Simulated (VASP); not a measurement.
Here is a VASP 6.6.1 calculation.

File INCAR:

```
PREC = Accurate ; ENCUT = 520
EDIFF = 1E-6 ; ISMEAR = 0
SIGMA = 0.1 ; LREAL = F
LASPH = T ; NELM = 150
ALGO = Normal ; ISIF = 2
LWAVE = F ; LCHARG = F
ISPIN = 2 ; MAGMOM = 0 0 0 1 1 1
LORBIT = 11 ; GGA = PE
NBANDS = 40
```

KPOINTS

```
regular mesh
0
Gamma
  6 6 6
```

Contents of POSCAR:

```
InGa2N3
1.0
    2.6410275900      1.5247979900      4.4554815800
   -2.6410275900      1.5247979900      4.4554815800
    0.0000000000     -3.0495959800      4.4554815800
In Ga N
1 2 3
Direct
    0.0000000000      0.0000000000      0.0000000000
    0.3415513300      0.3415513300      0.3415513300
    0.6584486700      0.6584486700      0.6584486700
    0.0000000000      0.0000000000      0.5000000000
    0.5000000000      0.0000000000      0.0000000000
    0.0000000000      0.5000000000      0.0000000000
```

Potentials or basis: VASP PAW PBE potentials, release 64 (In_d, Ga_d, N).

Run with:

```bash
$ cat potpaw_PBE.64/In_d/POTCAR potpaw_PBE.64/Ga_d/POTCAR potpaw_PBE.64/N/POTCAR > POTCAR
$ mpirun -np 1 vasp_std > vasp.out
```

Q: Predict the net moment.

A: 0.54 μB per cell.

Q: What does it give for the site moments?

A: In -0.00; Ga +0.00; N +0.13 μB.

Q: Estimate the pressure.

A: -12.8 GPa.

Q: Predict the largest force.

A: 0.820 eV/Å.

Stress tensor (GPa, compression positive):
```
 -6.97   0.00   0.00
  0.00  -6.97   0.00
  0.00   0.00 -24.48
```
